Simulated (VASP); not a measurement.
Set up this calculation in VASP 6.6.1, as the native input.

* Task: single point
* Functional: r2SCAN
* Potentials or basis: VASP PAW PBE potentials, release 64 (Rb_sv, Br)
* Cutoff: 520 eV
* k mesh: 6 × 6 × 6
* Occupations: gaussian, width 0.01 eV
* Spin: no spin polarisation
* Dipole correction: no
* Further INCAR settings: ALGO = Normal; EDIFF = 1e-06; NBANDS = 15

The system is RbBr.

```
Rb Br
1.0
     0.00000    3.55531    3.46083
     3.55531    0.00000    3.46083
     3.55531    3.55531    0.00000
Rb Br
1 1
Direct
  0.00000 0.00000 0.00000
  0.50000 0.50000 0.50000
```

This cell differs from its parent crystal: biaxial xy strain +2.7%.

The input as run:

POSCAR

```
RbBr
1.0
    0.0000000000      3.5553066430      3.4608260907
    3.5553066430      0.0000000000      3.4608260907
    3.5553066430      3.5553066430      0.0000000000
Rb Br
1 1
Direct
    0.0000000000      0.0000000000      0.0000000000
    0.5000000000      0.5000000000      0.5000000000
```

INCAR.step1

```
SYSTEM = RbBr
ALGO = Normal ; EDIFF = 1E-4
ENCUT = 520 ; GGA = PE
ISMEAR = 0 ; LASPH = .True.
LCHARG = .False. ; LREAL = .False.
LWAVE = .True. ; NBANDS = 15
NELM = 80 ; PREC = Accurate
SIGMA = 0.01
```

INCAR.step2

```
SYSTEM = RbBr
ALGO = Normal ; EDIFF = 1E-6
ENCUT = 520 ; ISIF = 2
ISMEAR = 0 ; ISTART = 1
LASPH = .True. ; LCHARG = .False.
LMIXTAU = .True. ; LREAL = .False.
LWAVE = .False. ; METAGGA = R2SCAN
NBANDS = 15 ; NELM = 80
PREC = Accurate ; SIGMA = 0.01
```

KPOINTS

```
k-points
0
Gamma
  6 6 6
  0 0 0
```

Potentials or basis: VASP PAW PBE potentials, release 64 (Rb_sv, Br).

The run is started by

```console
$ cat potpaw_PBE.64/Rb_sv/POTCAR potpaw_PBE.64/Br/POTCAR > POTCAR
$ cp INCAR.step1 INCAR
$ mpirun -np 1 vasp_std > vasp.out
$ cp INCAR.step2 INCAR
$ mpirun -np 1 vasp_std > vasp.out
```

It gave:

The pressure is -0.6 GPa and the band gap on the k mesh is 4.74 eV, direct.

Caveat: the cell differs from its parent crystal (biaxial xy strain +2.7%); the PAW data sets were made with another functional, which shifts forces and pressure a little.

Wall time 120 s on 1 thread of AMD EPYC 9R45 96-Core Processor (Zen 5), with other jobs on the host, peak memory 0.23 GiB.
